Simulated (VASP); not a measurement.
Here is a VASP 6.6.1 calculation.

The input INCAR:

```
PREC = Accurate ; ENCUT = 520
EDIFF = 1E-8 ; ISMEAR = -1
SIGMA = 0.01 ; LREAL = Auto
LASPH = T ; NELM = 100
ALGO = Normal ; ISIF = 2
LWAVE = F ; LCHARG = F
GGA = PE ; LEFG = T
NELECT = 214.0 ; NBANDS = 124
```

KPOINTS

```
regular mesh
0
Gamma
  3 3 2
```

File POSCAR:

```
CsZn11S12
1.0
    5.7340500000      3.3105553110      0.0000000000
   -5.7340500000      3.3105553110      0.0000000000
    0.0000000000      0.0000000000     12.5200000000
Cs Zn S
1 11 12
Direct
    0.0000000000      0.0000000000      0.0000000000
    0.3333333333      0.6666666667      0.0000000000
    0.6666666667      0.3333333333      0.0000000000
    0.0000000000      0.0000000000      0.5000000000
    0.3333333333      0.6666666667      0.5000000000
    0.6666666667      0.3333333333      0.5000000000
    0.3333333333      0.3333333334      0.2500000000
    0.6666666667      0.0000000000      0.2500000000
    0.0000000000      0.6666666667      0.2500000000
    0.3333333333      1.0000000000      0.7500000000
    0.6666666667      0.6666666666      0.7500000000
    0.0000000000      0.3333333333      0.7500000000
    0.0000000000      0.0000000000      0.1875000000
    0.3333333333      0.6666666667      0.1875000000
    0.6666666667      0.3333333333      0.1875000000
    0.0000000000      0.0000000000      0.6875000000
    0.3333333333      0.6666666667      0.6875000000
    0.6666666667      0.3333333333      0.6875000000
    0.3333333333      0.3333333334      0.4375000000
    0.6666666667      0.0000000000      0.4375000000
    0.0000000000      0.6666666667      0.4375000000
    0.3333333333      1.0000000000      0.9375000000
    0.6666666667      0.6666666666      0.9375000000
    0.0000000000      0.3333333333      0.9375000000
```

Potentials or basis: VASP PAW PBE potentials, release 64 (Cs_sv, Zn, S).

Run with:

```bash
$ cat potpaw_PBE.64/Cs_sv/POTCAR potpaw_PBE.64/Zn/POTCAR potpaw_PBE.64/S/POTCAR > POTCAR
$ mpirun -np 1 vasp_std > vasp.out
```

Predict the largest force.

8.138 eV/Å.

Electric field gradients, principal values (V/Å²):
```
 atom   least  middle  greatest (by size)
 1 Cs   2.777   2.777              -5.554
 2 Zn  -6.747  -6.750              13.498
 3 Zn  -6.747  -6.750              13.498
 4 Zn  -0.199  -0.216               0.415
 5 Zn   1.423   1.427              -2.850
 6 Zn   1.423   1.427              -2.850
 7 Zn   3.886   4.888              -8.773
 8 Zn   3.882   4.891              -8.774
 9 Zn   3.882   4.891              -8.774
10 Zn   3.652   5.556              -9.208
11 Zn   3.652   5.559              -9.211
12 Zn   3.652   5.556              -9.208
 13 S  40.471  40.473             -80.944
 14 S   3.137   3.138              -6.275
 15 S   3.137   3.138              -6.275
 16 S  -2.760  -2.762               5.522
 17 S  -1.609  -1.609               3.217
 18 S  -1.609  -1.609               3.217
 19 S   3.169   4.275              -7.444
 20 S   3.169   4.275              -7.444
 21 S   3.169   4.275              -7.444
 22 S  25.777  55.807             -81.583
 23 S  25.776  55.807             -81.583
 24 S  25.777  55.807             -81.583
```

Caveat: the cell carries a net charge on a neutralising background, which shifts energy and pressure; without QUAD_EFG the Cq values of the log hold for a quadrupole moment of 1 mb, not for the nuclei.
